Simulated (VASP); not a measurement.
# InSb (F-43m) in VASP: notebook, part 3 of 3

VASP 6.6.1. Earlier steps stand in the parts before.

**5. Electric field gradients, PBE (34.32 Å³/atom)**

This run uses another cell than the first one, of 34.32 Å³/atom.

INCAR

```
SYSTEM = InSb
  ALGO = Normal
  EDIFF = 1E-8
  ENCUT = 520
  GGA = PE
  ISIF = 2
  ISMEAR = -1
  LASPH = .True.
  LCHARG = .False.
  LEFG = .True.
  LREAL = .False.
  LWAVE = .False.
  NBANDS = 16
  NELM = 60
  PREC = Accurate
  SIGMA = 0.03
```

KPOINTS

```
k-points
0
Gamma
  10 10 10
  0 0 0
```

POSCAR

```
InSb
1.0
    0.0000000000      3.2498612086      3.2498612086
    3.2498612086      0.0000000000      3.2498612086
    3.2498612086      3.2498612086      0.0000000000
In Sb
1 1
Direct
    0.0000000000      0.0000000000      0.0000000000
    0.7500000000      0.7500000000      0.7500000000
```

Potentials or basis: VASP PAW PBE potentials, release 64 (In_d, Sb).

Launch:

```
> cat potpaw_PBE.64/In_d/POTCAR potpaw_PBE.64/Sb/POTCAR > POTCAR
> mpirun -np 1 vasp_std > vasp.out
```

OUTCAR:

```text
SYSTEM = InSb
   EDIFF = 1E-8
   ENCUT = 520
   GGA = PE
   ISIF = 2
   ISMEAR = -1
   LASPH = .True.
   LREAL = .False.
   NELM = 60
   PREC = Accurate

 ion  position               nearest neighbor table
   1  0.000  0.000  0.000-   2 2.81   2 2.81   2 2.81   2 2.81
   2  0.750  0.750  0.750-   1 2.81   1 2.81   1 2.81   1 2.81

  LATTYP: Found a face centered cubic cell.
 ALAT       =     6.4997224172

  Lattice vectors:

 A1 = (   0.0000000000,   3.2498612086,   3.2498612086)
 A2 = (   3.2498612086,   0.0000000000,   3.2498612086)
 A3 = (   3.2498612086,   3.2498612086,   0.0000000000)

Analysis of symmetry for initial positions (statically):
=====================================================================
 Subroutine PRICEL returns:
 Original cell was already a primitive cell.

 Routine SETGRP: Setting up the symmetry group for a
 face centered cubic supercell.

 Subroutine GETGRP returns: Found 24 space group operations
 (whereof 24 operations were pure point group operations)
 out of a pool of 48 trial point group operations.

The static configuration has the point symmetry T_d .

Analysis of symmetry for dynamics (positions and initial velocities):
=====================================================================
 Subroutine PRICEL returns:
 Original cell was already a primitive cell.

 Routine SETGRP: Setting up the symmetry group for a
 face centered cubic supercell.

 Subroutine GETGRP returns: Found 24 space group operations
 (whereof 24 operations were pure point group operations)
 out of a pool of 48 trial point group operations.

The dynamic configuration has the point symmetry T_d .

 Subroutine INISYM returns: Found 24 space group operations
 (whereof 24 operations are pure point group operations),
 and found     1 'primitive' translations

----------------------------------------------------------------------------------------

                                     Primitive cell

  volume of cell :      68.6475

  direct lattice vectors                    reciprocal lattice vectors
     0.000000000  3.249861209  3.249861209    -0.153852724  0.153852724  0.153852724
     3.249861209  0.000000000  3.249861209     0.153852724 -0.153852724  0.153852724
     3.249861209  3.249861209  0.000000000     0.153852724  0.153852724 -0.153852724

  length of vectors
     4.595997797  4.595997797  4.595997797     0.266480735  0.266480735  0.266480735

  position of ions in fractional coordinates (direct lattice)
     0.000000000  0.000000000  0.000000000
     0.750000000  0.750000000  0.750000000

  ion indices of the primitive-cell ions
   primitive index   ion index
                 1           1
                 2           2

----------------------------------------------------------------------------------------

 KPOINTS: k-points

Automatic generation of k-mesh.
 Grid dimensions read from file:
 generate k-points for:   10   10   10

 Generating k-lattice:

[... 70 lines left out ...]
   TEBEG  =    0.0;   TEEND  =   0.0 temperature during run
   PSTRESS=    0.0 pullay stress
   NELECT =      18.0000    total number of electrons
   NUPDOWN=      -1.0000    fix difference up-down
   EMIN   =  10.00;   EMAX   =-10.00  energy-range for DOS
   EFERMI =   0.00;   METHOD = LEGACY
   ISMEAR =    -1;   SIGMA  =   0.03  broadening in eV -4-tet -1-fermi 0-gaus
   EFERMI_NEDOS =   21; number of points for ismear=-14 and -15
   IALGO  =     38    algorithm
   IMIX   =      4    mixing-type and parameters
     AMIX     =   0.40;   BMIX     =  1.00
     AMIX_MAG =   1.60;   BMIX_MAG =  1.00
  volume/ion in A,a.u.               =      34.32       231.63
  Fermi-wavevector in a.u.,A,eV,Ry     =   1.047830  1.980112 14.938487  1.097948
  Thomas-Fermi vector in A             =   2.182727
   LORBIT       =      0    0 simple, 1 ext, 2 COOP (PROOUT), +10 PAW based schemes
   GGA     = PE    functional components
   LHFCALC =     F    Hartree Fock is set to
   AEXX    =    0.0000 exact exchange contribution
   IVDW    =     0    specifies the selected vdW correction
   LEPSILON=     F    determine dielectric tensor
   LRPA    =     F    only Hartree local field effects (RPA)
 non-spin polarized calculation
  energy-cutoff  :      520.00
  volume of cell :       68.65
 maximum number of plane-waves:      1868
 NGX is ok and might be reduce to    36
   NGX = 17   NGY = 17   NGZ = 17

 number of electron      17.9999993 magnetization

 Free energy of the ion-electron system (eV)
  ---------------------------------------------------
  ext. energy  EPLUGINS =         0.00000000
  ---------------------------------------------------
  free energy    TOTEN  =        -6.91813599 eV

  energy without entropy =       -6.91798769  energy(sigma->0) =       -6.91806184

 E-fermi :   5.0297     XC(G=0):  -8.6447

 val. band max:        5.0044840674   @ k =   0.0000   0.0000   0.0000
 cond. band min:       5.5258614677   @ k =   0.5000   0.0000   0.0000
 fundamental gap:      0.5213774003
 Fermi energy:         5.0297056215

 k-point     1 :       0.0000    0.0000    0.0000
  band No.  band energies     occupation
      1      -9.5808      2.00000
      2      -9.5808      2.00000
      3      -9.5808      2.00000
      4      -9.4983      2.00000
      5      -9.4983      2.00000
      6      -5.6526      2.00000
[... 433 lines left out ...]
      3      -9.5480      2.00000
      4      -9.5113      2.00000
      5      -9.4918      2.00000
      6      -4.3073      2.00000
[... 8 lines left out ...]
     15      14.5932      0.00000
     16      15.0561      0.00000

 [... further k-points ...]

------------------------ aborting loop because EDIFF is reached ----------------------------------------

  FORCE on cell =-STRESS in cart. coord.  units (eV):
  Direction    XX          YY          ZZ          XY          YZ          ZX
  --------------------------------------------------------------------------------------
  -------------------------------------------------------------------------------------
  Total        1.1240311      1.1240311      1.1240311      0.0000000      0.0000000      0.0000000
  in kB       26.2339972     26.2339972     26.2339972      0.0000000      0.0000000      0.0000000
  external PRESSURE =      26.2339972 kB  Pullay stress =       0.0000000 kB

 VOLUME and BASIS-vectors are now :
 -----------------------------------------------------------------------------
  energy-cutoff  :      520.00
  volume of cell :       68.65
      direct lattice vectors                 reciprocal lattice vectors
     0.000000000  3.249861209  3.249861209    -0.153852724  0.153852724  0.153852724
     3.249861209  0.000000000  3.249861209     0.153852724 -0.153852724  0.153852724
     3.249861209  3.249861209  0.000000000     0.153852724  0.153852724 -0.153852724

 POSITION                                       TOTAL-FORCE (eV/Angst)
 -----------------------------------------------------------------------------------
      0.00000      0.00000      0.00000        -0.000000      0.000000      0.000000
      4.87479      4.87479      4.87479         0.000000     -0.000000     -0.000000
 -----------------------------------------------------------------------------------
    total drift:                                0.000000      0.000000      0.000000

  FREE ENERGIE OF THE ION-ELECTRON SYSTEM (eV)
  ---------------------------------------------------
  free  energy   TOTEN  =        -6.9181359932 eV

  energy  without entropy=       -6.9179876890  energy(sigma->0) =       -6.91806184

 Electric field gradients (V/A^2)
---------------------------------------------------------------------
 ion       V_xx      V_yy      V_zz      V_xy      V_xz      V_yz
---------------------------------------------------------------------
   1      -0.000     0.000    -0.000     0.002     0.002     0.002
   2      -0.000     0.000     0.000    -0.000    -0.000    -0.000
---------------------------------------------------------------------

 Electric field gradients after diagonalization (V/A^2)
 (convention: |V_zz| > |V_xx| > |V_yy|)
----------------------------------------------------------------------
 ion       V_xx      V_yy      V_zz     asymmetry (V_yy - V_xx)/ V_zz
----------------------------------------------------------------------
   1      -0.002    -0.002     0.003       0.000
   2       0.000     0.000    -0.000       0.000
----------------------------------------------------------------------

           NMR quadrupolar parameters

 Cq : quadrupolar parameter    Cq=e*Q*V_zz/h
 eta: asymmetry parameters     (V_yy - V_xx)/ V_zz
 Q  : nuclear electric quadrupole moment in mb (millibarn)
----------------------------------------------------------------------
 ion       Cq(MHz)       eta       Q (mb)
----------------------------------------------------------------------
   1       0.000       0.000       1.000
   2      -0.000       0.000       1.000
----------------------------------------------------------------------
```

stdout:

```text
POSCAR found type information on POSCAR InSb
 POSCAR found :  2 types and       2 ions
 scaLAPACK will be used
 LDA part: xc-table for (Slater+PW92), standard interpolation
 POSCAR, INCAR and KPOINTS ok, starting setup
 FFT: planning ... GRIDC
 FFT: planning ... GRID_SOFT
 FFT: planning ... GRID
 WAVECAR not read
 entering main loop
ion   1

ion   2
```

It took 61 s on 1 thread of Intel Xeon 8259CL, shared host; peak memory 0.23 GiB.

Results:

* Free energy: -6.9181 eV
* Pressure: 2.6 GPa
* Band gap on the k mesh: zero (filled and empty bands touch)
* Largest electric field gradient by atom: zero within the noise of the run

Levels at points of the mesh, in eV from the Fermi level:
| k point | band 6 | band 7 | band 8 | band 9 | band 10 | band 11 | band 12 | band 13 |
| --- | --- | --- | --- | --- | --- | --- | --- | --- |
| (0.00, 0.00, 0.00) | -10.68 | -0.27 | -0.03 | -0.03 | -0.03 | 2.94 | 2.94 | 2.94 |
| (0.50, 0.00, 0.00) | -9.34 | -5.60 | -1.02 | -1.02 | 0.50 | 3.79 | 3.79 | 6.08 |
| (0.50, 0.50, 0.00) | -8.74 | -5.90 | -2.26 | -2.26 | 1.31 | 1.34 | 8.07 | 8.07 |

Caveat: semilocal functionals underestimate gaps, so a narrow gap can read as zero; spin-orbit coupling is left out, which moves the levels of the heavy elements.

**6. Overview**

```tsv
cell	gap on the mesh (eV)	pressure (GPa)
a = 4.487 Å, angles 60.0°, 2 atoms	0.17	6.8
a = 4.550 Å, angles 60.0°, 2 atoms	none	4.2
a = 4.596 Å, angles 60.0°, 2 atoms	none	2.6
```

Alike in all rows: task electric field gradients; level PBE; potentials or basis VASP PAW PBE potentials, release 64 (In_d, Sb); no spin polarisation; k mesh 10 × 10 × 10; cutoff (eV) 520; smearing fermi-dirac 0.03 eV.

Caveats: spin-orbit coupling is left out, which moves the levels of the heavy elements; the cell stands under pressure (at least some runs); semilocal functionals underestimate gaps, so a narrow gap can read as zero (at least some runs).

Absolute energies hang on the potentials; compare differences alone.
